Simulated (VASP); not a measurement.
## PdPt: electric field gradients with LDA

Crystal: PdPt.

```
CELL_PARAMETERS angstrom
1.17167 0.67646 3.81452
-1.17167 0.67646 3.81452
0.00000 -1.35292 3.81452
ATOMIC_POSITIONS crystal
Pd 0.00000 0.00000 0.00000
Pt 0.50000 0.50000 0.50000
```

```yaml
Program: VASP 6.6.1
Task: electric field gradients
Functional: LDA
Potentials_or_basis: VASP PAW LDA potentials, release 64 (Pd, Pt)
Cutoff: 520 eV
k_mesh: 15 × 15 × 15
Occupations: fermi-dirac, width 0.05 eV
Spin: no spin polarisation
Dipole_correction: no
Further_INCAR_settings: ALGO = Normal; EDIFF = 1e-08; NBANDS = 17
```

* Pressure: 416.9 GPa
* Band gap on the k mesh: zero (bands 10 and 11 overlap by 3.69 eV)
* Largest electric field gradient by atom: Pd -31.4; Pt +85.8 V/Å²

Stress tensor (GPa, compression positive):
```
417.16   0.00   0.00
  0.00 417.16   0.00
  0.00   0.00 416.34
```

Levels at points of the mesh, in eV from the Fermi level:
```tsv
k point	band 7	band 8	band 9	band 10	band 11	band 12	band 13	band 14
(0.00, 0.00, 0.00)	-7.02	-3.13	-3.13	-1.12	0.19	0.19	12.26	12.27
```

Electric field gradients, principal values (V/Å²):
| atom | least | middle | greatest (by size) |
| --- | --- | --- | --- |
| 1 Pd | 15.708 | 15.708 | -31.416 |
| 2 Pt | -42.920 | -42.920 | 85.839 |

Wall time 2.8 min on 1 thread of Intel(R) Xeon(R) Platinum 8488C (Sapphire Rapids), on a shared host, peak memory 0.25 GiB.

Caveat: the cell stands under pressure; without QUAD_EFG the Cq values of the log hold for a quadrupole moment of 1 mb, not for the nuclei; spin-orbit coupling is left out, which moves the levels of the heavy elements.
